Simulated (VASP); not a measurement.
# MnO2 (P-3m1) in VASP: further runs, part 2 of 2

VASP 6.6.1. Earlier steps stand in the parts before.

## (3) Relaxation of cell and atoms, PBEsol, collinear spin, ferromagnetic start, target pressure 30 GPa, at which the enthalpy is minimised

File INCAR:

```
PREC     = Accurate       # precision mode
ENCUT    = 600            # plane-wave cutoff, eV
EDIFF    = 1E-7           # SCF threshold, eV
ISMEAR   = -1             # smearing method
SIGMA    = 0.05           # smearing width, eV
LREAL    = False          # projectors in reciprocal space
LASPH    = True           # aspherical terms in the spheres
NELM     = 150            # most SCF steps
ALGO     = Normal         # electronic algorithm
ISIF     = 3              # what is computed and relaxed
LWAVE    = False          # write WAVECAR
LCHARG   = False          # write CHGCAR
ISPIN    = 2              # spin polarisation
MAGMOM   = 4 0 0          # initial moments
LORBIT   = 11             # projections on sites
LMAXMIX  = 4              # l up to which the mixer works
GGA      = PS             # functional
IBRION   = 2              # ionic algorithm
NSW      = 80             # ionic steps
EDIFFG   = -0.01          # ionic threshold
PSTRESS  = 300.0
```

File KPOINTS:

```
regular mesh
0
Gamma
  11 11 6
```

File POSCAR:

```
MnO2
1.0
    2.8565781804      0.0000000000      0.0000000000
   -1.4282890902      2.4738692722      0.0000000000
    0.0000000000      0.0000000000      4.6013740589
Mn O
1 2
Direct
    0.0000000000      0.0000000000      0.5000000000
    0.3333333333      0.6666666667      0.7062925700
    0.6666666667      0.3333333333      0.2937074300
```

Potentials or basis: VASP PAW PBE potentials, release 64 (Mn_pv, O).

Run with:

```
$ cat potpaw_PBE.64/Mn_pv/POTCAR potpaw_PBE.64/O/POTCAR > POTCAR
$ mpirun -np 1 vasp_std > vasp.out
```

OUTCAR:

```text
PREC = Accurate
   ENCUT = 600
   EDIFF = 1E-7
   ISMEAR = -1
   LREAL = False
   LASPH = True
   NELM = 150
   ISIF = 3
   ISPIN = 2
   LORBIT = 11
   GGA = PS
   IBRION = 2
   NSW = 80
   EDIFFG = -0.01
   PSTRESS = 300.0

 ion  position               nearest neighbor table
   1  0.000  0.000  0.500-   2 1.90   3 1.90   3 1.90   2 1.90   3 1.90   2 1.90
   2  0.333  0.667  0.706-   1 1.90   1 1.90   1 1.90
   3  0.667  0.333  0.294-   1 1.90   1 1.90   1 1.90

  LATTYP: Found a hexagonal cell.
 ALAT       =     2.8565781804
 C/A-ratio  =     1.6107992739

  Lattice vectors:

 A1 = (   2.8565781804,   0.0000000000,   0.0000000000)
 A2 = (  -1.4282890902,   2.4738692722,   0.0000000000)
 A3 = (   0.0000000000,   0.0000000000,   4.6013740589)

Analysis of symmetry for initial positions (statically):
=====================================================================
 Subroutine PRICEL returns:
 Original cell was already a primitive cell.

 Routine SETGRP: Setting up the symmetry group for a
 hexagonal supercell.

 Subroutine GETGRP returns: Found 12 space group operations
 (whereof 12 operations were pure point group operations)
 out of a pool of 24 trial point group operations.

The static configuration has the point symmetry D_3d.

Analysis of symmetry for dynamics (positions and initial velocities):
=====================================================================
[... 293 lines left out ...]

 number of electron      25.0000009 magnetization       2.9911425

------------------------ aborting loop because EDIFF is reached ----------------------------------------
[... 73 lines left out ...]
--------------------------------------- Ionic step       17  -------------------------------------------

 number of electron      25.0000010 magnetization       2.9921874

 Free energy of the ion-electron system (eV)
  ---------------------------------------------------
  ext. energy  EPLUGINS =         0.00000000
  ---------------------------------------------------
  free energy    TOTEN  =       -24.61199247 eV

  energy without entropy =      -24.61070657  energy(sigma->0) =      -24.61134952

 E-fermi :   7.0614     XC(G=0): -13.0171

 val. band max:        6.9707046105   @ k =   0.0909   0.0909   0.5000
 cond. band min:       7.0997809561   @ k =   0.0000   0.0000   0.5000
 fundamental gap:      0.1290763455
 Fermi energy:         7.0614486940

 spin component 1

 k-point     1 :       0.0000    0.0000    0.0000
  band No.  band energies     occupation
      1     -43.5935      1.00000
      2     -43.5763      1.00000
      3     -43.5763      1.00000
      4     -14.2351      1.00000
      5     -10.7428      1.00000
      6      -1.3090      1.00000
[... 493 lines left out ...]
     17      18.2466      0.00000
     18      21.4730      0.00000

 [... further k-points ...]

 spin component 2

 k-point     1 :       0.0000    0.0000    0.0000
  band No.  band energies     occupation
      1     -40.6357      1.00000
      2     -40.6357      1.00000
      3     -40.5508      1.00000
      4     -13.9946      1.00000
      5     -10.5327      1.00000
      6      -0.5321      1.00000
[... 529 lines left out ...]
  energy  without entropy=      -24.6107065683  energy(sigma->0) =      -24.61134952

  enthalpy is  TOTEN    =       -19.9698999458 eV   P V=        4.6420925203

 reached required accuracy - stopping structural energy minimisation

 total charge

# of ion       s       p       d       tot
------------------------------------------
    1        0.395   6.556   5.059  12.011
    2        1.581   3.447   0.000   5.028
    3        1.581   3.447   0.000   5.028
--------------------------------------------------
tot          3.558  13.449   5.059  22.066

 magnetization (x)

# of ion       s       p       d       tot
------------------------------------------
    1        0.030   0.042   2.668   2.741
    2        0.005   0.078   0.000   0.083
    3        0.005   0.078   0.000   0.083
--------------------------------------------------
tot          0.040   0.199   2.668   2.907
```

OSZICAR:

```text
N       E                     dE             d eps       ncg     rms          rms(c)
DAV:   1     0.268666634941E+03    0.26867E+03   -0.16187E+04  6048   0.176E+03
DAV:   2    -0.135650125897E+02   -0.28223E+03   -0.27192E+03  6814   0.452E+02
[... 225 lines left out ...]
       N       E                     dE             d eps       ncg     rms          rms(c)
DAV:   1    -0.246120351844E+02   -0.52243E-03   -0.47080E-03  6290   0.640E-01    0.577E-02
DAV:   2    -0.246120096478E+02    0.25537E-04   -0.21068E-04  6508   0.174E-01    0.480E-02
DAV:   3    -0.246119984342E+02    0.11214E-04   -0.95117E-05  6412   0.137E-01    0.283E-02
DAV:   4    -0.246119927417E+02    0.56924E-05   -0.15024E-05  6540   0.361E-02    0.120E-02
DAV:   5    -0.246119925440E+02    0.19775E-06   -0.18727E-06  6822   0.117E-02    0.542E-03
DAV:   6    -0.246119924662E+02    0.77803E-07   -0.17262E-07  3144   0.447E-03
  17 F= -.19969900E+02 E0= -.19969257E+02  d E =-.189677E-04  mag=     2.9922
```

Wall time 8.3 min (1 thread of Intel Xeon 6975P-C (Granite Rapids), shared host); peak memory 0.26 GiB.

Results:

| Quantity | Value |
| --- | --- |
| Free energy | -24.6120 eV |
| Relaxed volume | 8.26 Å³/atom |
| Relaxed cell | a = 2.758 Å, b = 2.758 Å, c = 3.764 Å, α = 90.00°, β = 90.00°, γ = 120.00° |
| Space group after relaxing (to 0.1 Å) | P-3m1 (No. 164) |
| Energy change on relaxing (the run minimises the enthalpy) | +148.2 meV/atom |
| Ionic steps | 17 |
| Pressure after relaxing | 30.0 GPa |
| Band gap on the k mesh | 0.13 eV (least direct gap 0.28 eV) |
| Net moment | 2.99 μB per cell |
| Site moments | Mn +2.74; O +0.08 μB |
| Valence electrons inside the program's atomic spheres | Mn 12.01; O 5.03 |

Stress tensor (GPa, compression positive):
```
30.00  0.00  0.00
 0.00 30.00  0.00
 0.00  0.00 29.93
```

The path:
| step | energy change (eV) | largest force (eV/Å) | pressure (GPa) | volume (Å³) |
| --- | --- | --- | --- | --- |
| 1 | 0.0000 | 0.0855 | -1.45 | 32.52 |
| 2 | 2.7814 | 7.5509 | 132.49 | 23.50 |
| 3 | 0.2448 | 1.8210 | 27.02 | 29.11 |
| 4 | 0.2764 | 1.9464 | 29.05 | 28.94 |
| 5 | 0.2913 | 1.1596 | 29.56 | 27.23 |
| 6 | 1.2654 | 1.7992 | 51.06 | 22.42 |
| 7 | 0.4686 | 0.7721 | 37.37 | 25.41 |
| 8 | 0.6724 | 0.0272 | 41.71 | 24.16 |
| 9 | 0.6003 | 0.2305 | 40.29 | 24.52 |
| 10 | 0.3764 | 1.6833 | 8.03 | 26.02 |
| 11 | 0.4296 | 0.6217 | 25.53 | 25.14 |
| 12 | 0.4437 | 0.0123 | 29.69 | 24.80 |
| 13 | 0.4409 | 0.0350 | 29.51 | 24.81 |
| 14 | 0.4396 | 0.0463 | 29.41 | 24.82 |
| 15 | 0.4580 | 0.0546 | 31.32 | 24.72 |
| 16 | 0.4450 | 0.0158 | 29.98 | 24.79 |
| 17 | 0.4446 | 0.0020 | 29.98 | 24.79 |

Final structure:
```yaml
crystal:
  lattice:
    - [2.75766, 0.00000, 0.00000]
    - [-1.37883, 2.38820, 0.00000]
    - [0.00000, 0.00000, 3.76436]
  atoms:
    - { symbol: Mn, position: [0.00000, 0.00000, 0.50000] }
    - { symbol: O, position: [0.33333, 0.66667, 0.75266] }
    - { symbol: O, position: [0.66667, 0.33333, 0.24734] }
```

Caveat: the cell is relaxed towards a set pressure, so the run minimises the enthalpy, not the energy; the volume moved by over 15 % at a fixed basis, so the end points are rough; the PAW data sets were made with another functional, which shifts forces and pressure a little; an odd mesh through Γ misses points on the zone boundary, where band edges can lie; a cell with one magnetic atom can't hold antiferromagnetic order, which such compounds often take.
